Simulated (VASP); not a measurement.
SrTlBr3: single point with r2SCAN

The system is SrTlBr3.

```xyz
5
Lattice="5.9034 0.0000 0.0000 0.0000 5.9034 0.0000 0.0000 0.0000 5.9034" Properties=species:S:1:pos:R:3 pbc="T T T"
Tl    0.0000    0.0000    0.0000
Sr    2.9517    2.9517    2.9517
Br    2.9517    2.9517    0.0000
Br    2.9517    0.0000    2.9517
Br    0.0000    2.9517    2.9517
```

```json
{
  "Program": "VASP 6.6.1",
  "Task": "single point",
  "Functional": "r2SCAN",
  "Potentials or basis": "VASP PAW PBE potentials, release 64 (Tl_d, Sr_sv, Br)",
  "Cutoff": "520 eV",
  "k mesh": "4 × 4 × 4",
  "Occupations": "gaussian, width 0.01 eV",
  "Spin": "no spin polarisation"
}
```

- Pressure: 0.1 GPa
- Band gap on the k mesh: 3.61 eV (least direct gap 3.94 eV)

Levels at points of the mesh, in eV from the valence-band top:
```csv
k point,band 18,band 19,band 20,band 21,band 22,band 23,band 24,band 25,band 26,band 27
"(0.00, 0.00, 0.00)",-0.48,-0.48,-0.29,-0.29,-0.29,5.02,5.02,5.02,5.89,5.89
"(0.50, 0.00, 0.00)",-0.83,-0.59,-0.57,-0.32,-0.32,3.61,4.62,4.62,6.01,7.36
"(0.50, 0.50, 0.00)",-0.84,-0.84,-0.76,-0.76,0.00,4.24,4.33,4.33,7.24,7.24
"(0.50, 0.50, 0.50)",-1.37,-1.37,0.00,0.00,0.00,4.88,4.88,4.88,7.66,7.66
```

Run time: 2.3 min on 1 thread of AMD EPYC 9R45 96-Core Processor (Zen 5), with other jobs on the host, peak memory 0.37 GiB.

Caveat: the PAW data sets were made with another functional, which shifts forces and pressure a little; spin-orbit coupling is left out, which moves the levels of the heavy elements. A k mesh can miss the band edges.
